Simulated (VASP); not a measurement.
MgO (lda): relaxation of cell and atoms with LDA

The system is MgO (lda).

```
Mg O
1.0
     0.00000    2.00787    2.00787
     2.00787    0.00000    2.00787
     2.00787    2.00787    0.00000
Mg O
1 1
Direct
  0.00000 0.00000 0.00000
  0.50000 0.50000 0.50000
```

- Program: VASP 6.6.1
- Task: relaxation of cell and atoms
- Functional: LDA
- Potentials or basis: VASP PAW LDA potentials, release 64 (Mg, O)
- Cutoff: 600 eV
- k mesh: 10 × 10 × 10
- Occupations: gaussian, width 0.02 eV
- Spin: no spin polarisation
- Target pressure: 22.6 GPa
- Dipole correction: no
- Further INCAR settings: ALGO = Normal; EDIFF = 1e-07; IBRION = 2; EDIFFG = -0.002; NSW = 100; ISIF = 3

```yaml
Relaxed_volume: 8.03 Å³/atom
Relaxed_cell: a = 2.832 Å, b = 2.832 Å, c = 2.832 Å, α = 60.00°, β = 60.00°, γ = 60.00°
Space_group_after_relaxing_to_0.05_Å: Fm-3m (No. 225)
Energy_change_on_relaxing_the_enthalpy_is_what_falls: +8.4 meV/atom
Ionic_steps: 3
Pressure_after_relaxing: 22.6 GPa
Band_gap_on_the_k_mesh: 6.28 eV, direct
```

The path:
| step | energy change (eV) | largest force (eV/Å) | pressure (GPa) | volume (Å³) |
| --- | --- | --- | --- | --- |
| 1 | 0.0000 | 0.0000 | 20.56 | 16.19 |
| 2 | 0.0338 | 0.0000 | 24.56 | 15.95 |
| 3 | 0.0168 | 0.0000 | 22.60 | 16.06 |

Final structure:
```
CELL_PARAMETERS angstrom
0.00000 2.00269 2.00269
2.00269 0.00000 2.00269
2.00269 2.00269 0.00000
ATOMIC_POSITIONS crystal
Mg 0.00000 0.00000 0.00000
O 0.50000 0.50000 0.50000
```

Levels at points of the mesh, in eV from the valence-band top:
```
           k point  band 1  band 2  band 3  band 4  band 5  band 6  band 7  band 8
(0.00, 0.00, 0.00)  -17.87    0.00    0.00    0.00    6.28   16.34   16.34   16.34
(0.50, 0.00, 0.00)  -16.08   -5.42   -0.86   -0.86    8.72   14.15   17.59   17.59
(0.50, 0.50, 0.00)  -15.76   -4.81   -1.60   -1.60    8.99   11.44   14.56   21.03
```

It took 8.5 s on 1 thread of Intel(R) Xeon(R) 6975P-C (Granite Rapids), on a shared host, peak memory 0.14 GiB.

Caveat: the cell is relaxed towards a set pressure, so the enthalpy falls and the energy may rise. Zero-point motion and thermal expansion aren't in these numbers.
